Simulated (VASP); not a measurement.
A run of VASP 6.6.1:

The input INCAR:

```
SYSTEM = WS2
ALGO     = Normal         ! electronic algorithm
EDIFF    = 1E-6           ! SCF threshold, eV
ENCUT    = 520            ! plane-wave cutoff, eV
GGA      = PS             ! functional
ISIF     = 2              ! what is computed and relaxed
ISMEAR   = 0              ! smearing method
LASPH    = .TRUE.         ! aspherical terms in the spheres
LCHARG   = .TRUE.         ! write CHGCAR
LELF     = .TRUE.         ! ELF
LREAL    = .FALSE.        ! projectors in reciprocal space
LVHAR    = .TRUE.       
LWAVE    = .FALSE.        ! write WAVECAR
NBANDS   = 20             ! bands
NELM     = 100            ! most SCF steps
PREC     = Accurate       ! precision mode
SIGMA    = 0.05           ! smearing width, eV
```

Contents of KPOINTS:

```
k-points
0
G
  12 12 12
  0 0 0
```

Contents of POSCAR:

```
WS2
1.0
    1.5790003843      0.9116362969      6.1633300000
   -1.5790003843      0.9116362969      6.1633300000
    0.0000000000     -1.8232725938      6.1633300000
W S
1 2
Direct
    0.0000000000      0.0000000000      0.0000000000
    0.7503000000      0.7503000000      0.7503000000
    0.5918166635      0.5918166635      0.5918166635
```

Potentials or basis: VASP PAW PBE potentials, release 64 (W_sv, S).

Launch:

```sh
$ cat potpaw_PBE.64/W_sv/POTCAR potpaw_PBE.64/S/POTCAR > POTCAR
$ mpirun -np 1 vasp_std > vasp.out
```

Hardware: 1 thread of Intel Xeon 6975P-C (shared host).

**Question.** Estimate the wall time of this run.

**Answer.** It took 7.1 min on 1 thread of Intel Xeon 6975P-C, on a shared host, peak memory 0.44 GiB. Counts: scf iterations 14, k points 189.
